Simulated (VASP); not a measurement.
A run of VASP 6.6.1 is set up as follows.

File INCAR:

```
PREC = Accurate
ENCUT = 600
EDIFF = 1E-6
ISMEAR = -1
SIGMA = 0.05
LREAL = F
LASPH = T
NELM = 60
ALGO = Normal
ISIF = 3
LWAVE = F
LCHARG = F
GGA = RE
IBRION = 2
NSW = 80
EDIFFG = -0.01
```

KPOINTS

```
Automatic mesh
0
Gamma
  6 6 3
```

POSCAR

```
F
1.0
    2.7500000000     -1.6400000000      0.0000000000
    2.7500000000      1.6400000000      0.0000000000
   -1.5347200000      0.0000000000      7.1163900000
F
4
Direct
    0.9680000000      0.6020000000      0.0997000000
    0.3980000000      0.0320000000      0.4003000000
    0.0320000000      0.3980000000      0.9003000000
    0.6020000000      0.9680000000      0.5997000000
```

Potentials or basis: VASP PAW PBE potentials, release 64 (F).

Run with:

```console
$ cat potpaw_PBE.64/F/POTCAR > POTCAR
$ mpirun -np 1 vasp_std > vasp.out
```

(1) What does it give for the relaxed cell?

(2) Estimate the relaxed volume.

(3) Estimate the space group after relaxing (to 0.05 Å).

(4) Estimate the band gap on the k mesh.

Answers

(1) a = 3.490 Å, b = 3.490 Å, c = 7.817 Å, α = 100.54°, β = 100.54°, γ = 61.77°.

(2) 20.49 Å³/atom.

(3) C2/c (No. 15).

(4) 2.87 eV, direct.

Caveat: the volume moved by over 15 % at a fixed basis, so the end points are rough; the PAW data sets were made with another functional, which shifts forces and pressure a little; the volume moved by +28 % from the deposited cell, more than functionals usually miss.
